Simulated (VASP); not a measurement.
# AlNi in VASP: a series of runs, part 2 of 2

VASP 6.6.1. The steps go on from the part before.

## (5) Single point, r2SCAN

This run uses another cell than the first one, of 11.74 Å³/atom.

POSCAR

```
AlNi
1.0
    1.9386940000     -1.9531901500      0.0000000000
    1.9386940000      1.9531901500      0.0000000000
    0.0000000000      0.0000000000      3.0994300413
Al Ni
1 1
Direct
    0.0000000000      0.0000000000      0.0000000000
    0.5000000000      0.5000000000      0.5000000000
```

INCAR.step1

```
  PREC = Accurate
  ENCUT = 760
  ISMEAR = 0
  SIGMA = 0.05
  LREAL = F
  LASPH = T
  NELM = 120
  NBANDS = 18
  GGA = PE
  ALGO = Normal
  EDIFF = 1E-5
  LWAVE = T
  LCHARG = F
  GGA_COMPAT = F
```

INCAR.step2

```
  PREC = Accurate
  ENCUT = 760
  EDIFF = 1E-6
  ISMEAR = 0
  SIGMA = 0.05
  LREAL = F
  LASPH = T
  NELM = 120
  ALGO = Normal
  ISIF = 2
  LWAVE = F
  LCHARG = F
  METAGGA = R2SCAN
  LMIXTAU = T
  NBANDS = 18
  ISTART = 1
  GGA_COMPAT = F
```

KPOINTS

```
regular mesh
0
Gamma
  8 8 7
```

Potentials or basis: VASP PAW PBE potentials, release 64 (Al, Ni_sv_GW).

Run with:

```bash
$ cat potpaw_PBE.64/Al/POTCAR potpaw_PBE.64/Ni_sv_GW/POTCAR > POTCAR
$ cp INCAR.step1 INCAR
$ mpirun -np 1 vasp_std > vasp.out
$ cp INCAR.step2 INCAR
$ mpirun -np 1 vasp_std > vasp.out
```

OUTCAR:

```text
PREC = Accurate
   ENCUT = 760
   EDIFF = 1E-6
   ISMEAR = 0
   LREAL = F
   LASPH = T
   NELM = 120
   ISIF = 2
   METAGGA = R2SCAN
   ISTART = 1

 ion  position               nearest neighbor table
   1  0.000  0.000  0.000-   2 2.48   2 2.48   2 2.48   2 2.48   2 2.49   2 2.49   2 2.49   2 2.49

   2  0.500  0.500  0.500-   1 2.48   1 2.48   1 2.48   1 2.48   1 2.49   1 2.49   1 2.49   1 2.49

  LATTYP: Found a base centered orthorhombic cell.
 ALAT       =     3.8773880000
 B/A-ratio  =     1.0074772759
 C/A-ratio  =     0.7993603017

  Lattice vectors:

 A1 = (   1.9386940000,  -1.9531901500,   0.0000000000)
 A2 = (   1.9386940000,   1.9531901500,   0.0000000000)
 A3 = (   0.0000000000,   0.0000000000,   3.0994300413)

Analysis of symmetry for initial positions (statically):
=====================================================================
 Subroutine PRICEL returns:
 Original cell was already a primitive cell.

 Routine SETGRP: Setting up the symmetry group for a
 base centered orthorhombic supercell.

 Subroutine GETGRP returns: Found  8 space group operations
 (whereof  8 operations were pure point group operations)
 out of a pool of  8 trial point group operations.

The static configuration has the point symmetry D_2h.

Analysis of symmetry for dynamics (positions and initial velocities):
=====================================================================
 Subroutine PRICEL returns:
 Original cell was already a primitive cell.

 Routine SETGRP: Setting up the symmetry group for a
 base centered orthorhombic supercell.

 Subroutine GETGRP returns: Found  8 space group operations
 (whereof  8 operations were pure point group operations)
 out of a pool of  8 trial point group operations.

The dynamic configuration has the point symmetry D_2h.

 Subroutine INISYM returns: Found  8 space group operations
 (whereof  8 operations are pure point group operations),
 and found     1 'primitive' translations

----------------------------------------------------------------------------------------

                                     Primitive cell

  volume of cell :      23.4728

  direct lattice vectors                    reciprocal lattice vectors
     1.938694000 -1.953190150  0.000000000     0.257905580 -0.255991461  0.000000000
     1.938694000  1.953190150  0.000000000     0.257905580  0.255991461  0.000000000
     0.000000000  0.000000000  3.099430041     0.000000000  0.000000000  0.322639965

  length of vectors
     2.751996764  2.751996764  3.099430041     0.363382603  0.363382603  0.322639965

  position of ions in fractional coordinates (direct lattice)
     0.000000000  0.000000000  0.000000000
     0.500000000  0.500000000  0.500000000

  ion indices of the primitive-cell ions
   primitive index   ion index
                 1           1
                 2           2

----------------------------------------------------------------------------------------

 KPOINTS: regular mesh

Automatic generation of k-mesh.
 Grid dimensions read from file:
 generate k-points for:    8    8    7

 Generating k-lattice:

  Cartesian coordinates                     Fractional coordinates (reciprocal lattice)
     0.032238197 -0.031998933  0.000000000     0.125000000  0.000000000  0.000000000
     0.032238197  0.031998933  0.000000000     0.000000000  0.125000000  0.000000000
     0.000000000  0.000000000  0.046091424     0.000000000  0.000000000  0.142857143

  Length of vectors
     0.045422825  0.045422825  0.046091424

  Shift w.r.t. Gamma in fractional coordinates (k-lattice)
     0.000000000  0.000000000  0.000000000

 Subroutine IBZKPT returns following result:
 ===========================================

 Found     84 irreducible k-points:

 Following reciprocal coordinates:
            Coordinates               Weight
  0.000000  0.000000  0.000000      1.000000
  0.125000  0.000000  0.000000      4.000000
  0.250000  0.000000  0.000000      4.000000
  0.375000  0.000000  0.000000      4.000000
  0.500000  0.000000  0.000000      2.000000
  0.125000  0.125000  0.000000      2.000000
[... 16 lines left out ...]
  0.125000  0.000000  0.142857      8.000000
  0.250000  0.000000  0.142857      8.000000
 [... further k-points ...]
   k-points           NKPTS =     84   k-points in BZ     NKDIM =     84   number of bands    NBANDS=     18
   number of dos      NEDOS =    301   number of ions     NIONS =      2
   total plane-waves  NPLWV =  21952
   dimension x,y,z NGX =    28 NGY =   28 NGZ =   28
   dimension x,y,z NGXF=    56 NGYF=   56 NGZF=   56
   ions per type =               1   1
   NGX,Y,Z   is equivalent  to a cutoff of  16.91, 16.91, 15.02 a.u.
   NGXF,Y,Z  is equivalent  to a cutoff of  33.83, 33.83, 30.04 a.u.
 SYSTEM =  unknown system
   PREC   = accura    normal or accurate (medium, high low for compatibility)
   ISTART =      1    job   : 0-new  1-cont  2-samecut
   ICHARG =      0    charge: 1-file 2-atom 10-const
   ISPIN  =      1    spin polarized calculation?
   LNONCOLLINEAR =      F non collinear calculations
   LSORBIT =      F    spin-orbit coupling
   LASPH  =      T    aspherical Exc in radial PAW
   ENCUT  =  760.0 eV  55.86 Ry    7.47 a.u.   6.19  6.19  6.97*2*pi/ulx,y,z
   NELM   =    120;   NELMIN=  2; NELMDL=  0     # of ELM steps
   EDIFF  = 0.1E-05   stopping-criterion for ELM
   LREAL  =      F    real-space projection
   EDIFFG = 0.1E-04   stopping-criterion for IOM
   NSW    =      0    number of steps for IOM
   IBRION =     -1    ionic relax: 0-MD 1-quasi-New 2-CG
   NFREE  =      0    steps in history (QN), initial steepest desc. (CG)
   ISIF   =      2    stress and relaxation
   ISYM   =      2    0-nonsym 1-usesym 2-fastsym
   POTIM  = 0.5000    time-step for ionic-motion
   TEBEG  =    0.0;   TEEND  =   0.0 temperature during run
   PSTRESS=    0.0 pullay stress
   NELECT =      21.0000    total number of electrons
   NUPDOWN=      -1.0000    fix difference up-down
   EMIN   =  10.00;   EMAX   =-10.00  energy-range for DOS
   EFERMI =   0.00;   METHOD = LEGACY
   ISMEAR =     0;   SIGMA  =   0.05  broadening in eV -4-tet -1-fermi 0-gaus
   EFERMI_NEDOS =   21; number of points for ismear=-14 and -15
   IALGO  =     38    algorithm
   IMIX   =      4    mixing-type and parameters
     AMIX     =   0.40;   BMIX     =  1.00
     AMIX_MAG =   1.60;   BMIX_MAG =  1.00
  volume/ion in A,a.u.               =      11.74        79.20
  Fermi-wavevector in a.u.,A,eV,Ry     =   1.577464  2.980974 33.856627  2.488392
  Thomas-Fermi vector in A             =   2.678142
   LORBIT       =      0    0 simple, 1 ext, 2 COOP (PROOUT), +10 PAW based schemes
   METAGGA = R2SCAN    functional components
   LHFCALC =     F    Hartree Fock is set to
   AEXX    =    0.0000 exact exchange contribution
   IVDW    =     0    specifies the selected vdW correction
   LEPSILON=     F    determine dielectric tensor
   LRPA    =     F    only Hartree local field effects (RPA)
 non-spin polarized calculation
 Gauss-broadening in eV      SIGMA  =   0.05
  energy-cutoff  :      760.00
  volume of cell :       23.47
 maximum number of plane-waves:      1140
 NGX is ok and might be reduce to    28
   NGX = 13   NGY = 13   NGZ = 13

 number of electron      20.9999997 magnetization

 Free energy of the ion-electron system (eV)
  ---------------------------------------------------
  ext. energy  EPLUGINS =         0.00000000
  ---------------------------------------------------
  free energy    TOTEN  =       -20.93949151 eV

  energy without entropy =      -20.93780985  energy(sigma->0) =      -20.93865068

 E-fermi :   9.4429     XC(G=0): -13.4404

 val. band max:        9.4415635852   @ k =   0.3750   0.1250   0.0000
 cond. band min:       9.4488248838   @ k =  -0.3750   0.1250   0.0000
 fundamental gap:      0.0072612985
 Fermi energy:         9.4429448952

 k-point     1 :       0.0000    0.0000    0.0000
  band No.  band energies     occupation
      1     -97.6422      2.00000
      2     -56.5644      2.00000
      3     -56.5618      2.00000
      4     -56.5568      2.00000
      5      -2.4862      2.00000
      6       5.8326      2.00000
[... 10 lines left out ...]
     17      30.8571      0.00000
     18      30.8837      0.00000
[... 463 lines left out ...]
 k-point    24 :       0.2500    0.0000    0.1429
  band No.  band energies     occupation
      1     -97.6406      2.00000
      2     -56.5802      2.00000
      3     -56.5645      2.00000
      4     -56.5573      2.00000
      5      -0.8542      2.00000
      6       5.8659      2.00000
[... 10 lines left out ...]
     17      28.1246      0.00000
     18      29.2449      0.00000

 [... further k-points ...]
[... 5 lines left out ...]
  --------------------------------------------------------------------------------------
  -------------------------------------------------------------------------------------
  Total        0.2987379      0.0999680     -0.4022929      0.0000000      0.0000000      0.0000000
  in kB       20.3908471      6.8234834    -27.4591619      0.0000000      0.0000000      0.0000000
  external PRESSURE =      -0.0816105 kB  Pullay stress =       0.0000000 kB

 VOLUME and BASIS-vectors are now :
 -----------------------------------------------------------------------------
  energy-cutoff  :      760.00
  volume of cell :       23.47
      direct lattice vectors                 reciprocal lattice vectors
     1.938694000 -1.953190150  0.000000000     0.257905580 -0.255991461  0.000000000
     1.938694000  1.953190150  0.000000000     0.257905580  0.255991461  0.000000000
     0.000000000  0.000000000  3.099430041     0.000000000  0.000000000  0.322639965

 POSITION                                       TOTAL-FORCE (eV/Angst)
 -----------------------------------------------------------------------------------
      0.00000      0.00000      0.00000         0.000000     -0.000000      0.000000
      1.93869      0.00000      1.54972        -0.000000      0.000000      0.000000
 -----------------------------------------------------------------------------------
    total drift:                                0.000000      0.000000      0.000000

  FREE ENERGIE OF THE ION-ELECTRON SYSTEM (eV)
  ---------------------------------------------------
  free  energy   TOTEN  =       -20.9394915109 eV

  energy  without entropy=      -20.9378098480  energy(sigma->0) =      -20.93865068
```

OUTCAR.step1:

```text
PREC = Accurate
   ENCUT = 760
   ISMEAR = 0
   LREAL = F
   LASPH = T
[... 728 lines left out ...]
 -----------------------------------------------------------------------------------
      0.00000      0.00000      0.00000         0.000000     -0.000000      0.000000
      1.93869      0.00000      1.54972        -0.000000      0.000000      0.000000
 -----------------------------------------------------------------------------------
    total drift:                                0.000000      0.000000      0.000000

  FREE ENERGIE OF THE ION-ELECTRON SYSTEM (eV)
  ---------------------------------------------------
  free  energy   TOTEN  =       -11.4109926019 eV

  energy  without entropy=      -11.4095760665  energy(sigma->0) =      -11.41028433
```

OSZICAR.step1:

```text
N       E                     dE             d eps       ncg     rms          rms(c)
DAV:   1     0.194012730212E+03    0.19401E+03   -0.15531E+04  4698   0.431E+03
DAV:   2    -0.540199388219E+01   -0.19941E+03   -0.19104E+03  4556   0.802E+02
DAV:   3    -0.167236172388E+02   -0.11322E+02   -0.10975E+02  4962   0.306E+02
DAV:   4    -0.171820938454E+02   -0.45848E+00   -0.45381E+00  5074   0.478E+01
DAV:   5    -0.171999721500E+02   -0.17878E-01   -0.17869E-01  4942   0.505E+00    0.242E+01
DAV:   6    -0.271902533530E+02   -0.99903E+01   -0.13395E+02  4638   0.771E+02    0.302E+01
DAV:   7    -0.116057479224E+02    0.15585E+02   -0.39891E+01  4374   0.426E+02    0.465E+00
DAV:   8    -0.114281493565E+02    0.17760E+00   -0.14627E+00  5088   0.673E+01    0.144E+00
DAV:   9    -0.114218490623E+02    0.63003E-02   -0.11939E-01  4904   0.211E+01    0.957E-01
DAV:  10    -0.114111544586E+02    0.10695E-01   -0.23547E-02  5016   0.104E+01    0.130E-01
DAV:  11    -0.114110197278E+02    0.13473E-03   -0.13136E-03  5504   0.221E+00    0.519E-02
DAV:  12    -0.114109948732E+02    0.24855E-04   -0.64583E-05  4318   0.465E-01    0.197E-02
DAV:  13    -0.114109926019E+02    0.22714E-05   -0.12109E-05  2216   0.260E-01
   1 F= -.11410993E+02 E0= -.11410284E+02  d E =-.141654E-02
```

Run time: 4.8 min. Hardware: 1 thread of Intel Xeon Platinum 8259CL at 2.50GHz (Skylake/Cascade Lake), shared host; peak memory 0.23 GiB.

Results:

- Free energy: -20.9395 eV
- Pressure: 0.0 GPa
- Band gap on the k mesh: zero (an odd number of electrons rules out a gap without spin polarisation)

Levels at points of the mesh, in eV from the Fermi level:
```tsv
k point	band 6	band 7	band 8	band 9	band 10	band 11	band 12	band 13	band 14	band 15
(0.00, 0.00, 0.00)	-3.61	-3.42	-1.75	-1.73	-1.51	3.08	7.38	7.46	7.51	8.94
(0.50, 0.00, 0.00)	-6.91	-2.92	-2.89	-2.25	-1.61	-0.38	8.11	8.22	9.93	12.19
(0.50, 0.50, 0.00)	-3.45	-2.68	-2.58	-2.57	-2.55	-0.88	2.30	3.51	11.59	14.22
```

Caveat: the PAW data sets were made with another functional, which shifts forces and pressure a little.

## (6) Single point, r2SCAN

This run uses another cell than the first one, of 11.74 Å³/atom.

POSCAR is that of step 5.

INCAR.step1

```
  PREC = Accurate
  ENCUT = 760
  ISMEAR = 0
  SIGMA = 0.01
  LREAL = False
  LASPH = True
  NELM = 120
  NBANDS = 18
  GGA = PE
  ALGO = Normal
  EDIFF = 1E-5
  LWAVE = True
  LCHARG = False
  GGA_COMPAT = False
```

INCAR.step2

```
  PREC = Accurate
  ENCUT = 760
  EDIFF = 1E-6
  ISMEAR = 0
  SIGMA = 0.01
  LREAL = False
  LASPH = True
  NELM = 120
  ALGO = Normal
  ISIF = 2
  LWAVE = False
  LCHARG = False
  METAGGA = R2SCAN
  LMIXTAU = True
  NBANDS = 18
  ISTART = 1
  GGA_COMPAT = False
```

KPOINTS is that of step 5.

Potentials or basis: VASP PAW PBE potentials, release 64 (Al, Ni_sv_GW).

Run with:

```bash
$ cat potpaw_PBE.64/Al/POTCAR potpaw_PBE.64/Ni_sv_GW/POTCAR > POTCAR
$ cp INCAR.step1 INCAR
$ mpirun -np 1 vasp_std > vasp.out
$ cp INCAR.step2 INCAR
$ mpirun -np 1 vasp_std > vasp.out
```

Wall time 1.8 min (1 thread of Intel Xeon 6975P-C (Granite Rapids), shared host); peak memory 0.23 GiB.

Results (log left out):

| Quantity | Value |
| --- | --- |
| Free energy | -20.9387 eV |
| Pressure | 0.0 GPa |
| Band gap on the k mesh | zero (an odd number of electrons rules out a gap without spin polarisation) |

Stress tensor (GPa, compression positive):
```
 1.81  0.00  0.00
 0.00  0.65  0.00
 0.00  0.00 -2.38
```

Levels at points of the mesh, in eV from the Fermi level:
| k point | band 7 | band 8 | band 9 | band 10 | band 11 | band 12 | band 13 | band 14 |
| --- | --- | --- | --- | --- | --- | --- | --- | --- |
| (0.00, 0.00, 0.00) | -3.42 | -1.74 | -1.72 | -1.51 | 3.08 | 7.39 | 7.47 | 7.52 |
| (0.50, 0.00, 0.00) | -2.92 | -2.89 | -2.25 | -1.61 | -0.37 | 8.12 | 8.23 | 9.94 |
| (0.50, 0.50, 0.00) | -2.68 | -2.57 | -2.57 | -2.54 | -0.87 | 2.30 | 3.51 | 11.60 |

Caveat: the PAW data sets were made with another functional, which shifts forces and pressure a little. Spin polarisation is off, so any magnetic state and its effect on volume and gap are missing.

## (7) Overview

| task | level | potentials or basis | cell | k mesh | cutoff (eV) | smearing | gap on the mesh (eV) | pressure (GPa) |
| --- | --- | --- | --- | --- | --- | --- | --- | --- |
| single point | r2SCAN | VASP PAW PBE potentials, release 64 (Al, Ni) | a = 2.731, b = 2.775, c = 3.175 Å, angles 89.0, 90.2, 90.7°, 2 atoms, atomic positions A | 10 × 10 × 10 | 520 | gaussian 0.1 eV | none | -3.2 |
| relaxation of cell and atoms | LDA | VASP PAW LDA potentials, release 64 (Al, Ni) | relaxed from a = 2.752, b = 2.752, c = 3.099 Å, angles 90.0, 90.0, 90.4°, 2 atoms, atomic positions B | 16 × 16 × 14 | 600 | gaussian 0.1 eV | none | 0.0 |
| single point | r2SCAN | VASP PAW PBE potentials, release 64 (Al, Ni_sv_GW) | a = 2.752, b = 2.752, c = 3.099 Å, angles 90.0, 90.0, 90.4°, 2 atoms, atomic positions B | 8 × 8 × 7 | 760 | gaussian 0.05 eV | none | 0.0 |
| single point | r2SCAN | VASP PAW PBE potentials, release 64 (Al, Ni_sv_GW) | a = 2.752, b = 2.752, c = 3.099 Å, angles 90.0, 90.0, 90.4°, 2 atoms, atomic positions B | 8 × 8 × 7 | 760 | gaussian 0.01 eV | none | 0.0 |

Alike in all rows: no spin polarisation.

Caveats: the PAW data sets were made with another functional, which shifts forces and pressure a little (at least some runs); the stress differs along the axes, from -8 to 0 GPa (at least some runs).

Total energies depend on the potentials used, so only differences within one code and one set of settings carry meaning.

The gap in the log of VASP goes by the Fermi energy; the results here count the filled bands.